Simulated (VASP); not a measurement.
# NaI2 (P6_3/mmc) in VASP: single point with PBE

Aim: the single point of NaI2 with PBE.

All numbers are computed with VASP 6.6.1; they aren't measurements. Logs are shortened: lines on timing, memory, paths and dates and some standing lists are left out, and cuts for length are marked.

## 1. The cell of the first run

The structure is hexagonal, space group P6_3/mmc (No. 194). The conventional cell has a = 3.919 Å, b = 3.919 Å, c = 18.211 Å, α = 90.00°, β = 90.00°, γ = 120.00°. Within 4.2 Å of Na (site symmetry -6m2) lie 6 I at 3.19 Å and 6 Na at 3.92 Å. I (site symmetry 3m) has 3 Na at 3.19 Å and 6 I at 3.92 Å within 4.2 Å.

## 2. Single point, PBE

File INCAR:

```
PREC = Accurate
ENCUT = 520
EDIFF = 1E-6
ISMEAR = 0
SIGMA = 0.1
LREAL = False
LASPH = True
NELM = 100
ALGO = Normal
ISIF = 2
LWAVE = False
LCHARG = False
GGA = PE
NBANDS = 30
```

File KPOINTS:

```
Automatic mesh
0
Gamma
  12 12 4
```

File POSCAR:

```
NaI2
1.0
    3.9187428004      0.0000000000      0.0000000000
   -1.9593714002      3.3937308161      0.0000000000
    0.0000000000      0.0000000000     18.2107643401
Na I
2 4
Direct
    0.3333333333      0.6666666667      0.2500000000
    0.6666666667      0.3333333333      0.7500000000
    0.3333333333      0.6666666667      0.6263344854
    0.6666666667      0.3333333333      0.1263344854
    0.3333333333      0.6666666667      0.8736655146
    0.6666666667      0.3333333333      0.3736655146
```

Potentials or basis: VASP PAW PBE potentials, release 64 (Na_pv, I).

Launch:

```
$ cat potpaw_PBE.64/Na_pv/POTCAR potpaw_PBE.64/I/POTCAR > POTCAR
$ mpirun -np 1 vasp_std > vasp.out
```

OUTCAR:

```text
PREC = Accurate
   ENCUT = 520
   EDIFF = 1E-6
   ISMEAR = 0
   LREAL = False
   LASPH = True
   NELM = 100
   ISIF = 2
   GGA = PE

 ion  position               nearest neighbor table
   1  0.333  0.667  0.250-
   2  0.667  0.333  0.750-
   3  0.333  0.667  0.626-
   4  0.667  0.333  0.126-
   5  0.333  0.667  0.874-
   6  0.667  0.333  0.374-

  LATTYP: Found a hexagonal cell.
 ALAT       =     3.9187428004
 C/A-ratio  =     4.6470935368

  Lattice vectors:

 A1 = (   3.9187428004,   0.0000000000,   0.0000000000)
 A2 = (  -1.9593714002,   3.3937308161,   0.0000000000)
 A3 = (   0.0000000000,   0.0000000000,  18.2107643401)

Analysis of symmetry for initial positions (statically):
=====================================================================
 Subroutine PRICEL returns:
 Original cell was already a primitive cell.

 Routine SETGRP: Setting up the symmetry group for a
 hexagonal supercell.

 Subroutine GETGRP returns: Found 24 space group operations
 (whereof 12 operations were pure point group operations)
 out of a pool of 24 trial point group operations.

The static configuration has the point symmetry D_3d.
 The point group associated with its full space group is D_6h.

Analysis of symmetry for dynamics (positions and initial velocities):
=====================================================================
 Subroutine PRICEL returns:
 Original cell was already a primitive cell.

 Routine SETGRP: Setting up the symmetry group for a
 hexagonal supercell.

 Subroutine GETGRP returns: Found 24 space group operations
 (whereof 12 operations were pure point group operations)
 out of a pool of 24 trial point group operations.

The dynamic configuration has the point symmetry D_3d.
 The point group associated with its full space group is D_6h.

 Subroutine INISYM returns: Found 24 space group operations
 (whereof 12 operations are pure point group operations),
 and found     1 'primitive' translations

----------------------------------------------------------------------------------------

                                     Primitive cell

  volume of cell :     242.1878

[... 94 lines left out ...]
   ENCUT  =  520.0 eV  38.22 Ry    6.18 a.u.   7.29  7.29 33.86*2*pi/ulx,y,z
   NELM   =    100;   NELMIN=  2; NELMDL= -5     # of ELM steps
   EDIFF  = 0.1E-05   stopping-criterion for ELM
   LREAL  =      F    real-space projection
   EDIFFG = 0.1E-04   stopping-criterion for IOM
   NSW    =      0    number of steps for IOM
   IBRION =     -1    ionic relax: 0-MD 1-quasi-New 2-CG
   NFREE  =      0    steps in history (QN), initial steepest desc. (CG)
   ISIF   =      2    stress and relaxation
   ISYM   =      2    0-nonsym 1-usesym 2-fastsym
   POTIM  = 0.5000    time-step for ionic-motion
   TEBEG  =    0.0;   TEEND  =   0.0 temperature during run
   PSTRESS=    0.0 pullay stress
   NELECT =      42.0000    total number of electrons
   NUPDOWN=      -1.0000    fix difference up-down
   EMIN   =  10.00;   EMAX   =-10.00  energy-range for DOS
   EFERMI =   0.00;   METHOD = LEGACY
   ISMEAR =     0;   SIGMA  =   0.10  broadening in eV -4-tet -1-fermi 0-gaus
   EFERMI_NEDOS =   21; number of points for ismear=-14 and -15
   IALGO  =     38    algorithm
   IMIX   =      4    mixing-type and parameters
     AMIX     =   0.40;   BMIX     =  1.00
     AMIX_MAG =   1.60;   BMIX_MAG =  1.00
  volume/ion in A,a.u.               =      40.36       272.39
  Fermi-wavevector in a.u.,A,eV,Ry     =   0.912936  1.725199 11.339813  0.833453
  Thomas-Fermi vector in A             =   2.037390
   LORBIT       =      0    0 simple, 1 ext, 2 COOP (PROOUT), +10 PAW based schemes
   GGA     = PE    functional components
   LHFCALC =     F    Hartree Fock is set to
   AEXX    =    0.0000 exact exchange contribution
   IVDW    =     0    specifies the selected vdW correction
   LEPSILON=     F    determine dielectric tensor
   LRPA    =     F    only Hartree local field effects (RPA)
 non-spin polarized calculation
 Gauss-broadening in eV      SIGMA  =   0.10
  energy-cutoff  :      520.00
  volume of cell :      242.19
 maximum number of plane-waves:      6578
 NGX is ok and might be reduce to    30
   NGX = 15   NGY = 15   NGZ = 67

 number of electron      42.0000017 magnetization

 Free energy of the ion-electron system (eV)
  ---------------------------------------------------
  ext. energy  EPLUGINS =         0.00000000
  ---------------------------------------------------
  free energy    TOTEN  =       -12.19046673 eV

  energy without entropy =      -12.16299785  energy(sigma->0) =      -12.17673229

 E-fermi :   0.9474     XC(G=0):  -7.3894

 val. band max:        0.9446056131   @ k =   0.2500  -0.0000   0.0000
 cond. band min:       0.9878330038   @ k =   0.1667   0.0833   0.0000
 fundamental gap:      0.0432273907
 Fermi energy:         0.9474037357

 k-point     1 :       0.0000    0.0000    0.0000
  band No.  band energies     occupation
      1     -22.1041      2.00000
      2     -22.1041      2.00000
      3     -22.1041      2.00000
      4     -22.1041      2.00000
      5     -22.0792      2.00000
      6     -22.0792      2.00000
[... 781 lines left out ...]
     29       7.7813      0.00000
     30       7.9699      0.00000

 [... further k-points ...]

------------------------ aborting loop because EDIFF is reached ----------------------------------------

  FORCE on cell =-STRESS in cart. coord.  units (eV):
  Direction    XX          YY          ZZ          XY          YZ          ZX
  --------------------------------------------------------------------------------------
  -------------------------------------------------------------------------------------
  Total        0.0361110      0.0361110      0.0434279      0.0000000      0.0000000      0.0000000
  in kB        0.2388902      0.2388902      0.2872946      0.0000000      0.0000000      0.0000000
  external PRESSURE =       0.2550250 kB  Pullay stress =       0.0000000 kB

 VOLUME and BASIS-vectors are now :
 -----------------------------------------------------------------------------
  energy-cutoff  :      520.00
  volume of cell :      242.19
      direct lattice vectors                 reciprocal lattice vectors
     3.918742800  0.000000000  0.000000000     0.255183882  0.147330483  0.000000000
    -1.959371400  3.393730816  0.000000000     0.000000000  0.294660966  0.000000000
     0.000000000  0.000000000 18.210764340     0.000000000  0.000000000  0.054912577

 POSITION                                       TOTAL-FORCE (eV/Angst)
 -----------------------------------------------------------------------------------
     -0.00000      2.26249      4.55269        -0.000000      0.000000     -0.000000
      1.95937      1.13124     13.65807         0.000000     -0.000000     -0.000000
     -0.00000      2.26249     11.40603         0.000000      0.000000     -0.002363
      1.95937      1.13124      2.30065         0.000000      0.000000     -0.002363
     -0.00000      2.26249     15.91012        -0.000000     -0.000000      0.002363
      1.95937      1.13124      6.80473         0.000000     -0.000000      0.002363
 -----------------------------------------------------------------------------------
    total drift:                               -0.000000      0.000000      0.000000

  FREE ENERGIE OF THE ION-ELECTRON SYSTEM (eV)
  ---------------------------------------------------
  free  energy   TOTEN  =       -12.1904667268 eV

  energy  without entropy=      -12.1629978549  energy(sigma->0) =      -12.17673229
```

OSZICAR:

```text
N       E                     dE             d eps       ncg     rms          rms(c)
DAV:   1     0.315312436394E+03    0.31531E+03   -0.17829E+04  3620   0.121E+03
DAV:   2     0.178631268685E+02   -0.29745E+03   -0.28746E+03  4088   0.262E+02
DAV:   3    -0.111795058137E+02   -0.29043E+02   -0.28593E+02  4118   0.923E+01
DAV:   4    -0.122273455819E+02   -0.10478E+01   -0.10455E+01  4684   0.183E+01
DAV:   5    -0.122545201133E+02   -0.27175E-01   -0.27171E-01  4494   0.287E+00    0.410E+00
DAV:   6    -0.121957331836E+02    0.58787E-01   -0.62535E-02  4180   0.133E+00    0.237E+00
DAV:   7    -0.121864247266E+02    0.93085E-02   -0.10143E-01  3864   0.149E+00    0.356E-01
DAV:   8    -0.121898585407E+02   -0.34338E-02   -0.10858E-02  3894   0.501E-01    0.237E-01
DAV:   9    -0.121903099788E+02   -0.45144E-03   -0.42441E-04  4332   0.133E-01    0.106E-01
DAV:  10    -0.121904720774E+02   -0.16210E-03   -0.10451E-03  3732   0.134E-01    0.765E-02
DAV:  11    -0.121904666348E+02    0.54426E-05   -0.71731E-05  3978   0.381E-02    0.384E-02
DAV:  12    -0.121904667268E+02   -0.92066E-07   -0.14275E-06  3618   0.768E-03
   1 F= -.12190467E+02 E0= -.12176732E+02  d E =-.274689E-01
```

stdout:

```text
POSCAR found type information on POSCAR NaI
 POSCAR found :  2 types and       6 ions
 scaLAPACK will be used
 LDA part: xc-table for (Slater+PW92), standard interpolation
 POSCAR, INCAR and KPOINTS ok, starting setup
 FFT: planning ... GRIDC
 FFT: planning ... GRID_SOFT
 FFT: planning ... GRID
 WAVECAR not read
 entering main loop
```

It took 6 min on 1 thread of Intel Xeon Platinum 8259CL at 2.50GHz (Skylake/Cascade Lake), shared host; peak memory 0.54 GiB.

What came out:

| Property | Result |
| --- | --- |
| Free energy | -12.1905 eV |
| Pressure | 0.0 GPa |
| Band gap on the k mesh | zero (bands 21 and 22 overlap by 1.28 eV) |

Forces on the atoms (eV/Å):
```
Na   0.000  0.000  0.000
Na   0.000  0.000  0.000
I    0.000  0.000 -0.002
I    0.000  0.000 -0.002
I    0.000  0.000  0.002
I    0.000  0.000  0.002
```

Levels at points of the mesh, in eV from the Fermi level:
```csv
k point,band 18,band 19,band 20,band 21,band 22,band 23,band 24,band 25,band 26,band 27
"(0.00, 0.00, 0.00)",0.43,0.48,0.48,0.50,0.50,3.63,4.52,5.94,6.68,6.82
"(0.50, 0.00, 0.00)",-0.71,-0.40,-0.37,-0.33,-0.30,4.30,4.39,5.60,5.68,6.22
"(0.00, 0.00, 0.50)",0.42,0.49,0.49,0.49,0.49,4.00,4.00,6.40,6.40,6.86
"(0.50, 0.00, 0.50)",-0.78,-0.39,-0.39,-0.31,-0.31,4.36,4.36,5.56,5.56,6.41
```

Caveat: spin-orbit coupling is left out, which moves the levels of the heavy elements.
